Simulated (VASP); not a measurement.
Input of a VASP 6.6.1 run:

Contents of INCAR:

```
SYSTEM = Pt
PREC = Accurate
ENCUT = 520
EDIFF = 1E-6
ISMEAR = -1
SIGMA = 0.06122561905347299
LREAL = .False.
LASPH = .True.
NELM = 100
ALGO = Normal
ISIF = 2
LWAVE = .False.
LCHARG = .False.
GGA = PE
NBANDS = 11
```

File KPOINTS:

```
regular mesh
0
Gamma
  16 16 16
  0 0 0
```

POSCAR

```
Pt
1.0
    0.0000000000      1.9855454461      1.9855454461
    1.9855454461      0.0000000000      1.9855454461
    1.9855454461      1.9855454461      0.0000000000
Pt
1
Direct
    0.0000000000      0.0000000000      0.0000000000
```

Potentials or basis: VASP PAW PBE potentials, release 64 (Pt).

The run is started by

```bash
$ cat potpaw_PBE.64/Pt/POTCAR > POTCAR
$ mpirun -np 1 vasp_std > vasp.out
```

What does it give for the band gap on the k mesh?

Zero (band 5 reaches 11.01 eV, above the bottom of band 6 at 8.92 eV).

What does it give for the pressure?

-0.6 GPa.

Caveat: spin-orbit coupling is left out, which moves the levels of the heavy elements.
